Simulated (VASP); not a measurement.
# SrCl2 (R-3m) in VASP: notebook

SrCl2 is run at these levels: PBEsol; tasks: single point.

Everything below comes from runs of VASP 6.6.1. Logs are shortened: lines on timing, memory, paths and dates and some standing lists are left out, and cuts for length are marked.

**1. The cell of the first run**

It takes space group R-3m (No. 166, trigonal). The conventional cell has a = 5.844 Å, b = 5.844 Å, c = 8.589 Å, α = 90.00°, β = 90.00°, γ = 120.00°. Sr (site symmetry -3m) has 2 Cl at 2.15 Å within 2.8 Å. Within 2.8 Å of Cl (site symmetry 3m) lie 1 Sr at 2.15 Å.

**2. Single point, PBEsol**

Contents of INCAR:

```
ALGO = Normal
EDIFF = 1E-6
ENCUT = 520
GGA = PS
ISIF = 2
ISMEAR = 0
LASPH = True
LCHARG = False
LREAL = False
LWAVE = False
NBANDS = 19
NELM = 80
PREC = Accurate
SIGMA = 0.05
```

Contents of KPOINTS:

```
k-points
0
Gamma
  6 6 6
```

Contents of POSCAR:

```
SrCl2
1.0
   -1.1020045878      3.0305126165      3.0305126165
    3.0305126165     -1.1020045878      3.0305126165
    3.0305126165      3.0305126165     -1.1020045878
Sr Cl
1 2
Direct
    0.0000000000      0.0000000000      0.0000000000
    0.2500000000      0.2500000000      0.2500000000
    0.7500000000      0.7500000000      0.7500000000
```

Potentials or basis: VASP PAW PBE potentials, release 64 (Sr_sv, Cl).

On the command line:

```
$ cat potpaw_PBE.64/Sr_sv/POTCAR potpaw_PBE.64/Cl/POTCAR > POTCAR
$ mpirun -np 1 vasp_std > vasp.out
```

OUTCAR:

```text
EDIFF = 1E-6
   ENCUT = 520
   GGA = PS
   ISIF = 2
   ISMEAR = 0
   LASPH = True
   LREAL = False
   NELM = 80
   PREC = Accurate

 ion  position               nearest neighbor table
   1  0.000  0.000  0.000-   2 2.15   3 2.15   3 3.45   3 3.45   3 3.45   2 3.45   2 3.45   2 3.45

   2  0.250  0.250  0.250-   1 2.15   1 3.45   1 3.45   1 3.45
   3  0.750  0.750  0.750-   1 2.15   1 3.45   1 3.45   1 3.45

  LATTYP: Found a trigonal (rhomboedric) cell.
 ALAT       =     4.4252036732
 COS(alpha) =     0.1279069768

  Lattice vectors:

 A1 = (  -1.1020045878,   3.0305126165,   3.0305126165)
 A2 = (   3.0305126165,  -1.1020045878,   3.0305126165)
 A3 = (   3.0305126165,   3.0305126165,  -1.1020045878)

Analysis of symmetry for initial positions (statically):
=====================================================================
 Subroutine PRICEL returns:
 Original cell was already a primitive cell.

 Routine SETGRP: Setting up the symmetry group for a
 trigonal (rhombohedral) supercell.

 Subroutine GETGRP returns: Found 12 space group operations
 (whereof 12 operations were pure point group operations)
 out of a pool of 12 trial point group operations.

The static configuration has the point symmetry D_3d.

Analysis of symmetry for dynamics (positions and initial velocities):
=====================================================================
 Subroutine PRICEL returns:
 Original cell was already a primitive cell.

 Routine SETGRP: Setting up the symmetry group for a
 trigonal (rhombohedral) supercell.

 Subroutine GETGRP returns: Found 12 space group operations
 (whereof 12 operations were pure point group operations)
 out of a pool of 12 trial point group operations.

The dynamic configuration has the point symmetry D_3d.

 Subroutine INISYM returns: Found 12 space group operations
 (whereof 12 operations are pure point group operations),
 and found     1 'primitive' translations

----------------------------------------------------------------------------------------

                                     Primitive cell

  volume of cell :      84.6887

  direct lattice vectors                    reciprocal lattice vectors
    -1.102004588  3.030512616  3.030512616    -0.094104603  0.147878661  0.147878661
     3.030512616 -1.102004588  3.030512616     0.147878661 -0.094104603  0.147878661
[... 80 lines left out ...]
   ICHARG =      2    charge: 1-file 2-atom 10-const
   ISPIN  =      1    spin polarized calculation?
   LNONCOLLINEAR =      F non collinear calculations
   LSORBIT =      F    spin-orbit coupling
   LASPH  =      T    aspherical Exc in radial PAW
   ENCUT  =  520.0 eV  38.22 Ry    6.18 a.u.   8.23  8.23  8.23*2*pi/ulx,y,z
   NELM   =     80;   NELMIN=  2; NELMDL= -5     # of ELM steps
   EDIFF  = 0.1E-05   stopping-criterion for ELM
   LREAL  =      F    real-space projection
   EDIFFG = 0.1E-04   stopping-criterion for IOM
   NSW    =      0    number of steps for IOM
   IBRION =     -1    ionic relax: 0-MD 1-quasi-New 2-CG
   NFREE  =      0    steps in history (QN), initial steepest desc. (CG)
   ISIF   =      2    stress and relaxation
   ISYM   =      2    0-nonsym 1-usesym 2-fastsym
   POTIM  = 0.5000    time-step for ionic-motion
   TEBEG  =    0.0;   TEEND  =   0.0 temperature during run
   PSTRESS=    0.0 pullay stress
   NELECT =      24.0000    total number of electrons
   NUPDOWN=      -1.0000    fix difference up-down
   EMIN   =  10.00;   EMAX   =-10.00  energy-range for DOS
   EFERMI =   0.00;   METHOD = LEGACY
   ISMEAR =     0;   SIGMA  =   0.05  broadening in eV -4-tet -1-fermi 0-gaus
   EFERMI_NEDOS =   21; number of points for ismear=-14 and -15
   IALGO  =     38    algorithm
   IMIX   =      4    mixing-type and parameters
     AMIX     =   0.40;   BMIX     =  1.00
     AMIX_MAG =   1.60;   BMIX_MAG =  1.00
  volume/ion in A,a.u.               =      28.23       190.50
  Fermi-wavevector in a.u.,A,eV,Ry     =   1.075318  2.032056 15.732530  1.156308
  Thomas-Fermi vector in A             =   2.211171
   LORBIT       =      0    0 simple, 1 ext, 2 COOP (PROOUT), +10 PAW based schemes
   GGA     = PS    functional components
   LHFCALC =     F    Hartree Fock is set to
   AEXX    =    0.0000 exact exchange contribution
   IVDW    =     0    specifies the selected vdW correction
   LEPSILON=     F    determine dielectric tensor
   LRPA    =     F    only Hartree local field effects (RPA)
 non-spin polarized calculation
 Gauss-broadening in eV      SIGMA  =   0.05
  energy-cutoff  :      520.00
  volume of cell :       84.69
 maximum number of plane-waves:      2294
 NGX is ok and might be reduce to    36

 number of electron      24.0000001 magnetization

 Free energy of the ion-electron system (eV)
  ---------------------------------------------------
  ext. energy  EPLUGINS =         0.00000000
  ---------------------------------------------------
  free energy    TOTEN  =        -8.18716434 eV

  energy without entropy =       -8.18716434  energy(sigma->0) =       -8.18716434

 E-fermi :   1.3003     XC(G=0):  -8.3598

 val. band max:        1.0539506849   @ k =   0.0000   0.0000   0.0000
 cond. band min:       4.3178590526   @ k =   0.0000   0.0000   0.0000
 fundamental gap:      3.2639083677
 Fermi energy:         1.3002893637

 k-point     1 :       0.0000    0.0000    0.0000
  band No.  band energies     occupation
      1     -32.2218      2.00000
      2     -16.9570      2.00000
      3     -14.2018      2.00000
      4     -14.2018      2.00000
      5     -13.5261      2.00000
      6     -10.8290      2.00000
[... 505 lines left out ...]
      6     -10.9165      2.00000
[... 11 lines left out ...]
     18       8.7737      0.00000
     19      10.3339      0.00000

 [... further k-points ...]
[... 5 lines left out ...]
  --------------------------------------------------------------------------------------
  -------------------------------------------------------------------------------------
  Total       13.9708854     13.9708854     13.9708854     15.8059383     15.8059383     15.8059383
  in kB      264.3073587    264.3073587    264.3073587    299.0236969    299.0236969    299.0236969
  external PRESSURE =     264.3073587 kB  Pullay stress =       0.0000000 kB

 VOLUME and BASIS-vectors are now :
 -----------------------------------------------------------------------------
  energy-cutoff  :      520.00
  volume of cell :       84.69
      direct lattice vectors                 reciprocal lattice vectors
    -1.102004588  3.030512616  3.030512616    -0.094104603  0.147878661  0.147878661
     3.030512616 -1.102004588  3.030512616     0.147878661 -0.094104603  0.147878661
     3.030512616  3.030512616 -1.102004588     0.147878661  0.147878661 -0.094104603

 POSITION                                       TOTAL-FORCE (eV/Angst)
 -----------------------------------------------------------------------------------
      0.00000      0.00000      0.00000        -0.000000     -0.000000      0.000000
      1.23976      1.23976      1.23976         6.163818      6.163818      6.163818
      3.71927      3.71927      3.71927        -6.163818     -6.163818     -6.163818
 -----------------------------------------------------------------------------------
    total drift:                                0.000000      0.000000     -0.000000

  FREE ENERGIE OF THE ION-ELECTRON SYSTEM (eV)
  ---------------------------------------------------
  free  energy   TOTEN  =        -8.1871643450 eV

  energy  without entropy=       -8.1871643450  energy(sigma->0) =       -8.18716434
```

It took 26 s on 1 thread of AMD EPYC 9R45 (Zen 5), shared host; peak memory 0.19 GiB.

What came out:

```
Free energy            : -8.1872 eV
Pressure               : 26.4 GPa
Largest force          : 10.676 eV/Å
Band gap on the k mesh : 3.26 eV, direct
```

Forces on the atoms (eV/Å):
```
Sr   0.000  0.000  0.000
Cl   6.164  6.164  6.164
Cl  -6.164 -6.164 -6.164
```

Stress tensor (GPa, compression positive):
```
26.43 29.90 29.90
29.90 26.43 29.90
29.90 29.90 26.43
```

Levels at points of the mesh, in eV from the valence-band top:
```tsv
k point	band 10	band 11	band 12	band 13	band 14	band 15
(0.00, 0.00, 0.00)	-1.67	-1.67	0.00	3.26	5.69	5.69
(0.50, 0.00, 0.00)	-2.49	-2.37	-0.46	4.81	4.89	6.62
(0.50, 0.50, 0.00)	-2.07	-2.02	-0.16	4.43	5.78	6.23
(0.50, 0.50, 0.50)	-2.43	-2.43	-0.82	6.01	6.01	6.48
```

Caveat: the PAW data sets were made with another functional, which shifts forces and pressure a little. A k mesh can miss the band edges.

**3. Single point, PBEsol**

This run uses another cell than the first one, of the same volume but with other edges.

Contents of INCAR:

```
SYSTEM = SrCl2
PREC = Accurate ; ENCUT = 520
EDIFF = 1E-6 ; ISMEAR = 0
SIGMA = 0.05 ; LREAL = .False.
LASPH = .True. ; NELM = 80
ALGO = Normal ; ISIF = 2
LWAVE = .False. ; LCHARG = .False.
GGA = PS ; NBANDS = 19
```

Contents of KPOINTS:

```
Automatic mesh
0
Gamma
  6 6 6
  0 0 0
```

Contents of POSCAR:

```
SrCl2
1.0
    0.4373308105      3.7173118892      3.7173118892
    3.7173118892      0.4373308105      3.7173118892
    3.7173118892      3.7173118892      0.4373308105
Sr Cl
1 2
Direct
    0.0000000000      0.0000000000      0.0000000000
    0.2500000000      0.2500000000      0.2500000000
    0.7500000000      0.7500000000      0.7500000000
```

Potentials or basis: VASP PAW PBE potentials, release 64 (Sr_sv, Cl).

On the command line:

```
$ cat potpaw_PBE.64/Sr_sv/POTCAR potpaw_PBE.64/Cl/POTCAR > POTCAR
$ mpirun -np 1 vasp_std > vasp.out
```

OUTCAR:

```text
SYSTEM = SrCl2
   PREC = Accurate
   ENCUT = 520
   EDIFF = 1E-6
   ISMEAR = 0
   LREAL = .False.
   LASPH = .True.
   NELM = 80
   ISIF = 2
   GGA = PS

 ion  position               nearest neighbor table
   1  0.000  0.000  0.000-   3 2.91   3 2.91   3 2.91   2 2.91   2 2.91   2 2.91   3 3.41   2 3.41

   2  0.250  0.250  0.250-   1 2.91   1 2.91   1 2.91   1 3.41
   3  0.750  0.750  0.750-   1 2.91   1 2.91   1 2.91   1 3.41

  LATTYP: Found a trigonal (rhomboedric) cell.
 ALAT       =     5.2752320898
 COS(alpha) =     0.6134020619

  Lattice vectors:

[... 700 lines left out ...]
      6     -12.4039      2.00000
[... 11 lines left out ...]
     18       9.6483      0.00000
     19       9.7897      0.00000

 [... further k-points ...]
[... 5 lines left out ...]
  --------------------------------------------------------------------------------------
  -------------------------------------------------------------------------------------
  Total        0.2317417      0.2317417      0.2317417     -0.3622640     -0.3622640     -0.3622640
  in kB        4.3841913      4.3841913      4.3841913     -6.8534704     -6.8534704     -6.8534704
  external PRESSURE =       4.3841913 kB  Pullay stress =       0.0000000 kB

 VOLUME and BASIS-vectors are now :
 -----------------------------------------------------------------------------
  energy-cutoff  :      520.00
  volume of cell :       84.69
      direct lattice vectors                 reciprocal lattice vectors
     0.437330811  3.717311889  3.717311889    -0.160908787  0.143971020  0.143971020
     3.717311889  0.437330811  3.717311889     0.143971020 -0.160908787  0.143971020
     3.717311889  3.717311889  0.437330811     0.143971020  0.143971020 -0.160908787

 POSITION                                       TOTAL-FORCE (eV/Angst)
 -----------------------------------------------------------------------------------
      0.00000      0.00000      0.00000        -0.000000      0.000000     -0.000000
      1.96799      1.96799      1.96799        -0.128485     -0.128485     -0.128485
      5.90397      5.90397      5.90397         0.128485      0.128485      0.128485
 -----------------------------------------------------------------------------------
    total drift:                               -0.000000     -0.000000      0.000000

  FREE ENERGIE OF THE ION-ELECTRON SYSTEM (eV)
  ---------------------------------------------------
  free  energy   TOTEN  =       -13.2453819605 eV

  energy  without entropy=      -13.2453819604  energy(sigma->0) =      -13.24538196
```

OSZICAR:

```text
N       E                     dE             d eps       ncg     rms          rms(c)
DAV:   1     0.142484979919E+03    0.14248E+03   -0.11507E+04  1216   0.113E+03
DAV:   2    -0.394247061726E+01   -0.14643E+03   -0.14258E+03  1608   0.223E+02
DAV:   3    -0.131826641840E+02   -0.92402E+01   -0.92090E+01  1572   0.556E+01
DAV:   4    -0.134953991792E+02   -0.31273E+00   -0.31232E+00  2093   0.876E+00
DAV:   5    -0.134981218431E+02   -0.27227E-02   -0.27225E-02  1636   0.770E-01    0.159E+01
DAV:   6    -0.132400145408E+02    0.25811E+00   -0.51485E-01  1392   0.393E+00    0.979E+00
DAV:   7    -0.132427923843E+02   -0.27778E-02   -0.36257E-01  1624   0.357E+00    0.155E+00
DAV:   8    -0.132429120548E+02   -0.11967E-03   -0.54992E-02  1437   0.126E+00    0.421E-01
DAV:   9    -0.132439187532E+02   -0.10067E-02   -0.17215E-03  1510   0.265E-01    0.151E-01
DAV:  10    -0.132450774892E+02   -0.11587E-02   -0.66181E-04  1385   0.134E-01    0.309E-02
DAV:  11    -0.132453330371E+02   -0.25555E-03   -0.17767E-04  1510   0.645E-02    0.296E-02
DAV:  12    -0.132453751360E+02   -0.42099E-04   -0.36889E-05  1428   0.288E-02    0.651E-03
DAV:  13    -0.132453811151E+02   -0.59791E-05   -0.66420E-06  1538   0.127E-02    0.384E-03
DAV:  14    -0.132453819605E+02   -0.84534E-06   -0.88239E-07  1328   0.458E-03
   1 F= -.13245382E+02 E0= -.13245382E+02  d E =-.118554E-10
```

It took 34 s on 1 thread of AMD EPYC 9R45 (Zen 5), shared host; peak memory 0.22 GiB.

What came out:

| Item | Value |
| --- | --- |
| Free energy | -13.2454 eV |
| Pressure | 0.4 GPa |
| Largest force | 0.223 eV/Å |
| Band gap on the k mesh | 5.23 eV, indirect (least direct gap 5.30 eV) |

Forces on the atoms (eV/Å):
```
Sr   0.000  0.000  0.000
Cl  -0.128 -0.128 -0.128
Cl   0.128  0.128  0.128
```

Stress tensor (GPa, compression positive):
```
 0.44 -0.69 -0.69
-0.69  0.44 -0.69
-0.69 -0.69  0.44
```

Caveat: the PAW data sets were made with another functional, which shifts forces and pressure a little. A k mesh can miss the band edges.

**4. Single point, PBEsol**

This run uses another cell than the first one, of the same volume but with other edges.

Contents of INCAR:

```
SYSTEM = SrCl2
ALGO = Normal ; EDIFF = 1E-6
ENCUT = 520 ; GGA = PS
ISIF = 2 ; ISMEAR = 0
LASPH = .True. ; LCHARG = .False.
LREAL = .False. ; LWAVE = .False.
NBANDS = 19 ; NELM = 80
PREC = Accurate ; SIGMA = 0.05
```

Contents of KPOINTS:

```
k-points
0
Gamma
  6 6 6
  0 0 0
```

Contents of POSCAR:

```
SrCl2
1.0
    1.3628735433      4.2833168504      4.2833168504
    4.2833168504      1.3628735433      4.2833168504
    4.2833168504      4.2833168504      1.3628735433
Sr Cl
1 2
Direct
    0.0000000000      0.0000000000      0.0000000000
    0.2500000000      0.2500000000      0.2500000000
    0.7500000000      0.7500000000      0.7500000000
```

On the command line:

```
$ cat potpaw_PBE.64/Sr_sv/POTCAR potpaw_PBE.64/Cl/POTCAR > POTCAR
$ mpirun -np 1 vasp_std > vasp.out
```

Run time: 57 s. Hardware: 1 thread of AMD EPYC 9R45 (Zen 5), shared host; peak memory 0.3 GiB.

Results (log left out):

```
Free energy            : -12.9612 eV
Pressure               : 4.7 GPa
Largest force          : 0.401 eV/Å
Band gap on the k mesh : 5.33 eV, indirect (least direct gap 5.67 eV)
```

Forces on the atoms (eV/Å):
```
Sr   0.000  0.000  0.000
Cl  -0.232 -0.232 -0.232
Cl   0.232  0.232  0.232
```

Stress tensor (GPa, compression positive):
```
 4.66 -1.08 -1.08
-1.08  4.66 -1.08
-1.08 -1.08  4.66
```

Levels at points of the mesh, in eV from the valence-band top:
| k point | band 9 | band 10 | band 11 | band 12 | band 13 | band 14 | band 15 | band 16 |
| --- | --- | --- | --- | --- | --- | --- | --- | --- |
| (0.00, 0.00, 0.00) | -1.46 | -0.35 | -0.35 | 0.00 | 5.67 | 6.64 | 6.64 | 7.76 |
| (0.50, 0.00, 0.00) | -1.32 | -1.28 | -0.72 | -0.61 | 5.92 | 8.07 | 8.57 | 8.76 |
| (0.50, 0.50, 0.00) | -1.04 | -0.89 | -0.57 | -0.41 | 5.33 | 7.74 | 8.01 | 8.88 |
| (0.50, 0.50, 0.50) | -1.33 | -1.11 | -0.51 | -0.51 | 6.57 | 6.79 | 6.79 | 7.59 |

Caveat: the PAW data sets were made with another functional, which shifts forces and pressure a little. A k mesh can miss the band edges.

**5. Single point, PBEsol**

This run uses another cell than the first one, of the same volume but with other edges.

Contents of INCAR:

```
PREC = Accurate
ENCUT = 520
EDIFF = 1E-6
ISMEAR = 0
SIGMA = 0.05
LREAL = False
LASPH = True
NELM = 80
ALGO = Normal
ISIF = 2
LWAVE = False
LCHARG = True
GGA = PS
LELF = True
LVHAR = True
NBANDS = 19
```

Contents of KPOINTS:

```
regular mesh
0
Gamma
  6 6 6
```

Contents of POSCAR:

```
SrCl2
1.0
    0.1811851347      3.5784064102      3.5784064102
    3.5784064102      0.1811851347      3.5784064102
    3.5784064102      3.5784064102      0.1811851347
Sr Cl
1 2
Direct
    0.0000000000      0.0000000000      0.0000000000
    0.2500000000      0.2500000000      0.2500000000
    0.7500000000      0.7500000000      0.7500000000
```

On the command line:

```
$ cat potpaw_PBE.64/Sr_sv/POTCAR potpaw_PBE.64/Cl/POTCAR > POTCAR
$ mpirun -np 1 vasp_std > vasp.out
```

Wall time 34 s (1 thread of AMD EPYC 9R45 (Zen 5), shared host); peak memory 0.22 GiB.

Results (log left out):

* Free energy: -13.3149 eV
* Pressure: -0.6 GPa
* Largest force: 0.139 eV/Å
* Band gap on the k mesh: 5.15 eV, indirect (least direct gap 5.39 eV)

Forces on the atoms (eV/Å):
```
Sr   0.000  0.000  0.000
Cl  -0.080 -0.080 -0.080
Cl   0.080  0.080  0.080
```

Stress tensor (GPa, compression positive):
```
-0.58 -0.50 -0.50
-0.50 -0.58 -0.50
-0.50 -0.50 -0.58
```

Levels at points of the mesh, in eV from the valence-band top:
```tsv
k point	band 9	band 10	band 11	band 12	band 13	band 14	band 15	band 16
(0.00, 0.00, 0.00)	-2.14	-0.37	-0.37	-0.25	5.15	6.00	6.00	8.39
(0.50, 0.00, 0.00)	-1.52	-1.34	-1.09	-1.04	6.53	6.82	7.49	7.75
(0.50, 0.50, 0.00)	-1.81	-0.54	-0.30	0.00	5.39	6.87	7.56	7.92
(0.50, 0.50, 0.50)	-1.45	-1.35	-1.01	-1.01	6.55	6.55	7.18	7.68
```

Caveat: the PAW data sets were made with another functional, which shifts forces and pressure a little. A k mesh can miss the band edges.

**6. Summary**

```tsv
cell	gap on the mesh (eV)	pressure (GPa)	largest force (eV/Å)
a = 4.425 Å, angles 82.7°, 3 atoms	3.26	26.4	10.68
a = 5.275 Å, angles 52.2°, 3 atoms	5.23	0.4	0.22
a = 6.209 Å, angles 38.9°, 3 atoms	5.33	4.7	0.40
a = 5.064 Å, angles 56.6°, 3 atoms	5.15	-0.6	0.14
```

Alike in all rows: task single point; level PBEsol; potentials or basis VASP PAW PBE potentials, release 64 (Sr_sv, Cl); no spin polarisation; k mesh 6 × 6 × 6; cutoff (eV) 520; smearing gaussian 0.05 eV.

Caveats: the PAW data sets were made with another functional, which shifts forces and pressure a little.

Absolute energies hang on the potentials; compare differences alone.
